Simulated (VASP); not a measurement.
# Zr (P6_3/mmc) in VASP: a series of runs, part 3 of 3

VASP 6.6.1.

### 4 Single point, PBE

The input, INCAR:

```
  PREC = Accurate
  ENCUT = 520
  EDIFF = 1E-7
  ISMEAR = 0
  SIGMA = 0.1
  LREAL = False
  LASPH = True
  NELM = 80
  ALGO = Normal
  ISIF = 2
  LWAVE = False
  LCHARG = False
  GGA = PE
  NBANDS = 19
```

The input, KPOINTS:

```
regular mesh
0
Gamma
  6 6 4
```

The input, POSCAR:

```
Zr
1.0
    3.2392314131      0.0000000000      0.0000000000
   -1.6196157065      2.8052566925      0.0000000000
    0.0000000000      0.0000000000      5.1722200000
Zr
2
Direct
    0.3333333300      0.6666666700      0.2500000000
    0.6666666700      0.3333333300      0.7500000000
```

Potentials or basis: VASP PAW PBE potentials, release 64 (Zr_sv).

The run is started by

```
> cat potpaw_PBE.64/Zr_sv/POTCAR > POTCAR
> mpirun -np 1 vasp_std > vasp.out
```

OUTCAR:

```text
PREC = Accurate
   ENCUT = 520
   EDIFF = 1E-7
   ISMEAR = 0
   LREAL = False
   LASPH = True
   NELM = 80
   ISIF = 2
   GGA = PE

 ion  position               nearest neighbor table
   1  0.333  0.667  0.250-   2 3.19   2 3.19   2 3.19   2 3.19   2 3.19   2 3.19
   2  0.667  0.333  0.750-   1 3.19   1 3.19   1 3.19   1 3.19   1 3.19   1 3.19

  LATTYP: Found a hexagonal cell.
 ALAT       =     3.2392314131
 C/A-ratio  =     1.5967429740

  Lattice vectors:

 A1 = (   3.2392314131,   0.0000000000,   0.0000000000)
 A2 = (  -1.6196157065,   2.8052566925,   0.0000000000)
 A3 = (   0.0000000000,   0.0000000000,   5.1722200000)

Analysis of symmetry for initial positions (statically):
=====================================================================
 Subroutine PRICEL returns:
 Original cell was already a primitive cell.

 Routine SETGRP: Setting up the symmetry group for a
 hexagonal supercell.

 Subroutine GETGRP returns: Found 24 space group operations
 (whereof 12 operations were pure point group operations)
 out of a pool of 24 trial point group operations.

The static configuration has the point symmetry D_3d.
 The point group associated with its full space group is D_6h.

Analysis of symmetry for dynamics (positions and initial velocities):
=====================================================================
 Subroutine PRICEL returns:
 Original cell was already a primitive cell.

 Routine SETGRP: Setting up the symmetry group for a
 hexagonal supercell.

 Subroutine GETGRP returns: Found 24 space group operations
 (whereof 12 operations were pure point group operations)
 out of a pool of 24 trial point group operations.

The dynamic configuration has the point symmetry D_3d.
 The point group associated with its full space group is D_6h.

 Subroutine INISYM returns: Found 24 space group operations
 (whereof 12 operations are pure point group operations),
 and found     1 'primitive' translations

----------------------------------------------------------------------------------------

                                     Primitive cell

  volume of cell :      46.9993

  direct lattice vectors                    reciprocal lattice vectors
     3.239231413  0.000000000  0.000000000     0.308715208  0.178236809  0.000000000
    -1.619615707  2.805256692  0.000000000     0.000000000  0.356473617  0.000000000
     0.000000000  0.000000000  5.172220000     0.000000000  0.000000000  0.193340577

  length of vectors
     3.239231413  3.239231413  5.172220000     0.356473617  0.356473617  0.193340577

  position of ions in fractional coordinates (direct lattice)
     0.333333330  0.666666670  0.250000000
     0.666666670  0.333333330  0.750000000

  ion indices of the primitive-cell ions
   primitive index   ion index
                 1           1
                 2           2

----------------------------------------------------------------------------------------

 KPOINTS: regular mesh

Automatic generation of k-mesh.
 Grid dimensions read from file:
 generate k-points for:    6    6    4

 Generating k-lattice:

  Cartesian coordinates                     Fractional coordinates (reciprocal lattice)
     0.051452535  0.029706135  0.000000000     0.166666667  0.000000000  0.000000000
     0.000000000  0.059412270  0.000000000     0.000000000  0.166666667  0.000000000
     0.000000000  0.000000000  0.048335144     0.000000000  0.000000000  0.250000000

  Length of vectors
     0.059412270  0.059412270  0.048335144

  Shift w.r.t. Gamma in fractional coordinates (k-lattice)
     0.000000000  0.000000000  0.000000000

 Subroutine IBZKPT returns following result:
 ===========================================

 Found     21 irreducible k-points:

 Following reciprocal coordinates:
            Coordinates               Weight
  0.000000  0.000000  0.000000      1.000000
  0.166667  0.000000  0.000000      6.000000
  0.333333 -0.000000  0.000000      6.000000
  0.500000 -0.000000  0.000000      3.000000
  0.166667  0.166667  0.000000      6.000000
  0.333333  0.166667  0.000000     12.000000
[... 13 lines left out ...]
  0.333333  0.166667  0.500000     12.000000
  0.333333  0.333333  0.500000      2.000000
   k-points           NKPTS =     21   k-points in BZ     NKDIM =     21   number of bands    NBANDS=     19
   number of dos      NEDOS =    301   number of ions     NIONS =      2
   total plane-waves  NPLWV =  23040
   dimension x,y,z NGX =    24 NGY =   24 NGZ =   40
   dimension x,y,z NGXF=    48 NGYF=   48 NGZF=   80
   ions per type =               2
   NGX,Y,Z   is equivalent  to a cutoff of  12.32, 12.32, 12.86 a.u.
   NGXF,Y,Z  is equivalent  to a cutoff of  24.63, 24.63, 25.71 a.u.
 SYSTEM =  unknown system
   PREC   = accura    normal or accurate (medium, high low for compatibility)
   ISTART =      0    job   : 0-new  1-cont  2-samecut
   ICHARG =      2    charge: 1-file 2-atom 10-const
   ISPIN  =      1    spin polarized calculation?
   LNONCOLLINEAR =      F non collinear calculations
   LSORBIT =      F    spin-orbit coupling
   LASPH  =      T    aspherical Exc in radial PAW
   ENCUT  =  520.0 eV  38.22 Ry    6.18 a.u.   6.02  6.02  9.62*2*pi/ulx,y,z
   NELM   =     80;   NELMIN=  2; NELMDL= -5     # of ELM steps
   EDIFF  = 0.1E-06   stopping-criterion for ELM
   LREAL  =      F    real-space projection
   EDIFFG = 0.1E-05   stopping-criterion for IOM
   NSW    =      0    number of steps for IOM
   IBRION =     -1    ionic relax: 0-MD 1-quasi-New 2-CG
   NFREE  =      0    steps in history (QN), initial steepest desc. (CG)
   ISIF   =      2    stress and relaxation
   ISYM   =      2    0-nonsym 1-usesym 2-fastsym
   POTIM  = 0.5000    time-step for ionic-motion
   TEBEG  =    0.0;   TEEND  =   0.0 temperature during run
   PSTRESS=    0.0 pullay stress
   NELECT =      24.0000    total number of electrons
   NUPDOWN=      -1.0000    fix difference up-down
   EMIN   =  10.00;   EMAX   =-10.00  energy-range for DOS
   EFERMI =   0.00;   METHOD = LEGACY
   ISMEAR =     0;   SIGMA  =   0.10  broadening in eV -4-tet -1-fermi 0-gaus
   EFERMI_NEDOS =   21; number of points for ismear=-14 and -15
   IALGO  =     38    algorithm
   IMIX   =      4    mixing-type and parameters
     AMIX     =   0.40;   BMIX     =  1.00
     AMIX_MAG =   1.60;   BMIX_MAG =  1.00
  volume/ion in A,a.u.               =      23.50       158.58
  Fermi-wavevector in a.u.,A,eV,Ry     =   1.308523  2.472750 23.296340  1.712233
  Thomas-Fermi vector in A             =   2.439184
   LORBIT       =      0    0 simple, 1 ext, 2 COOP (PROOUT), +10 PAW based schemes
   GGA     = PE    functional components
   LHFCALC =     F    Hartree Fock is set to
   AEXX    =    0.0000 exact exchange contribution
   IVDW    =     0    specifies the selected vdW correction
   LEPSILON=     F    determine dielectric tensor
   LRPA    =     F    only Hartree local field effects (RPA)
 non-spin polarized calculation
 Gauss-broadening in eV      SIGMA  =   0.10
  energy-cutoff  :      520.00
  volume of cell :       47.00
 maximum number of plane-waves:      1296
   NGX = 13   NGY = 13   NGZ = 19

 number of electron      24.0000001 magnetization

 Free energy of the ion-electron system (eV)
  ---------------------------------------------------
  ext. energy  EPLUGINS =         0.00000000
  ---------------------------------------------------
  free energy    TOTEN  =       -17.03734095 eV

  energy without entropy =      -17.02474288  energy(sigma->0) =      -17.03104192

 E-fermi :   8.9438     XC(G=0): -11.0389

 val. band max:        8.9220602230   @ k =   0.0000   0.0000   0.5000
 cond. band min:       8.9768299719   @ k =   0.3333   0.3333   0.2500
 fundamental gap:      0.0547697489
 Fermi energy:         8.9437937954

 k-point     1 :       0.0000    0.0000    0.0000
  band No.  band energies     occupation
      1     -39.9586      2.00000
      2     -39.8114      2.00000
      3     -18.4693      2.00000
      4     -17.6159      2.00000
      5     -17.6159      2.00000
      6     -17.4972      2.00000
[... 11 lines left out ...]
     18      11.0284      0.00000
     19      13.2841      0.00000
[... 419 lines left out ...]
 k-point    21 :       0.3333    0.3333    0.5000
  band No.  band energies     occupation
      1     -39.7933      2.00000
      2     -39.7933      2.00000
      3     -18.2389      2.00000
      4     -18.2389      2.00000
      5     -18.0111      2.00000
      6     -18.0111      2.00000
[... 11 lines left out ...]
     18      13.2442      0.00000
     19      16.8430      0.00000

------------------------ aborting loop because EDIFF is reached ----------------------------------------

  FORCE on cell =-STRESS in cart. coord.  units (eV):
  Direction    XX          YY          ZZ          XY          YZ          ZX
  --------------------------------------------------------------------------------------
  -------------------------------------------------------------------------------------
  Total       -0.2435076     -0.2435076     -0.0512391     -0.0000000      0.0000000      0.0000000
  in kB       -8.3010215     -8.3010215     -1.7467083     -0.0000000      0.0000000      0.0000000
  external PRESSURE =      -6.1162504 kB  Pullay stress =       0.0000000 kB

 VOLUME and BASIS-vectors are now :
 -----------------------------------------------------------------------------
  energy-cutoff  :      520.00
  volume of cell :       47.00
      direct lattice vectors                 reciprocal lattice vectors
     3.239231413  0.000000000  0.000000000     0.308715208  0.178236809  0.000000000
    -1.619615707  2.805256692  0.000000000     0.000000000  0.356473617  0.000000000
     0.000000000  0.000000000  5.172220000     0.000000000  0.000000000  0.193340577

 POSITION                                       TOTAL-FORCE (eV/Angst)
 -----------------------------------------------------------------------------------
     -0.00000      1.87017      1.29306        -0.000000      0.000000      0.000000
      1.61962      0.93509      3.87917         0.000000     -0.000000      0.000000
 -----------------------------------------------------------------------------------
    total drift:                               -0.000010      0.000006     -0.000000

  FREE ENERGIE OF THE ION-ELECTRON SYSTEM (eV)
  ---------------------------------------------------
  free  energy   TOTEN  =       -17.0373409528 eV

  energy  without entropy=      -17.0247428810  energy(sigma->0) =      -17.03104192
```

stdout:

```text
POSCAR found type information on POSCAR Zr
 POSCAR found :  1 types and       2 ions
 scaLAPACK will be used
 LDA part: xc-table for (Slater+PW92), standard interpolation
 POSCAR, INCAR and KPOINTS ok, starting setup
 FFT: planning ... GRIDC
 FFT: planning ... GRID_SOFT
 FFT: planning ... GRID
 WAVECAR not read
 entering main loop
```

Wall time 6.9 s (1 thread of Intel Xeon 6975P-C (Granite Rapids), shared host); peak memory 0.15 GiB.

Results:

```yaml
Free_energy: -17.0373 eV
Pressure: -0.6 GPa
Band_gap_on_the_k_mesh: zero (band 12 reaches 9.76 eV, above the bottom of band 13 at 8.85 eV)
```

Caveat: the k points lie up to 0.37 Å⁻¹ apart.

### 5 Overview

| task | cell | k mesh | cutoff (eV) | smearing | gap on the mesh (eV) | pressure (GPa) |
| --- | --- | --- | --- | --- | --- | --- |
| relaxation of volume and atoms at fixed shape | relaxed from a = 3.239, b = 3.239, c = 5.172 Å, angles 90.0, 90.0, 120.0°, 2 atoms | 3 × 3 × 1 | 600 | gaussian 0.1 eV | none | -0.1 |
| single point | a = 3.174, b = 3.174, c = 5.068 Å, angles 90.0, 90.0, 120.0°, 2 atoms | 6 × 6 × 4 | 520 | fermi-dirac 0.058 eV | none | 5.5 |
| single point | a = 3.239, b = 3.239, c = 5.172 Å, angles 90.0, 90.0, 120.0°, 2 atoms | 6 × 6 × 4 | 520 | gaussian 0.1 eV | none | -0.6 |

Alike in all rows: level PBE; potentials or basis VASP PAW PBE potentials, release 64 (Zr_sv); no spin polarisation.

Caveats: all runs use coarse meshes; the relaxation stopped at its first step, so nothing moved (some runs).

Total energies depend on the potentials used, so only differences within one code and one set of settings carry meaning.
